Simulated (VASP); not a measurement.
Set up this calculation in VASP 6.6.1, as the native input.

- Task: electric field gradients
- Functional: r2SCAN
- Potentials or basis: VASP PAW PBE potentials, release 64 (Se)
- Cutoff: 520 eV
- k mesh: 6 × 6 × 5
- Occupations: fermi-dirac, width 0.03 eV
- Spin: no spin polarisation
- Dipole correction: no
- Further INCAR settings: ALGO = Normal; EDIFF = 1e-08; NBANDS = 16

Se:

```
Se
1.0
     4.50482    0.00000    0.00000
    -2.25241    3.90129    0.00000
     0.00000    0.00000    4.97880
Se
3
Direct
  0.19828 0.01961 0.36333
  0.01961 0.19828 0.63667
  0.78211 0.78211 0.00000
```

This cell differs from its parent crystal: shortest bond scaled by 0.82.

The input as run:

POSCAR

```
Se
1.0
    4.5048207049      0.0000000000      0.0000000000
   -2.2524103524      3.9012891699      0.0000000000
    0.0000000000      0.0000000000      4.9787963167
Se
3
Direct
    0.1982826118      0.0196103682      0.3633333333
    0.0196103682      0.1982826118      0.6366666667
    0.7821070200      0.7821070200      0.0000000000
```

INCAR.step1

```
  ALGO = Normal
  EDIFF = 1E-4
  ENCUT = 520
  GGA = PE
  ISMEAR = -1
  LASPH = True
  LCHARG = False
  LREAL = False
  LWAVE = True
  NBANDS = 16
  NELM = 80
  PREC = Accurate
  SIGMA = 0.03
```

INCAR.step2

```
  ALGO = Normal
  EDIFF = 1E-8
  ENCUT = 520
  ISIF = 2
  ISMEAR = -1
  ISTART = 1
  LASPH = True
  LCHARG = False
  LEFG = True
  LMIXTAU = True
  LREAL = False
  LWAVE = False
  METAGGA = R2SCAN
  NBANDS = 16
  NELM = 80
  PREC = Accurate
  SIGMA = 0.03
```

KPOINTS

```
k-points
0
Gamma
  6 6 5
```

Potentials or basis: VASP PAW PBE potentials, release 64 (Se).

Launch:

```console
$ cat potpaw_PBE.64/Se/POTCAR > POTCAR
$ cp INCAR.step1 INCAR
$ mpirun -np 1 vasp_std > vasp.out
$ cp INCAR.step2 INCAR
$ mpirun -np 1 vasp_std > vasp.out
```

It gave:

```yaml
Pressure: 12.9 GPa
Largest_force: 9.986 eV/Å
Band_gap_on_the_k_mesh: 1.18 eV (least direct gap 1.18 eV)
Largest_electric_field_gradient_by_atom: Se -365.7, -566.9 (each value once) V/Å²
```

Caveat: the cell differs from its parent crystal (shortest bond scaled by 0.82); the stress differs along the axes, from 6 to 18 GPa; without QUAD_EFG the Cq values of the log hold for a quadrupole moment of 1 mb, not for the nuclei; the PAW data sets were made with another functional, which shifts forces and pressure a little.

Run time: 5.3 min on 1 thread of Oxide Virtual Turin-like Processor, with other jobs on the host, peak memory 0.22 GiB.
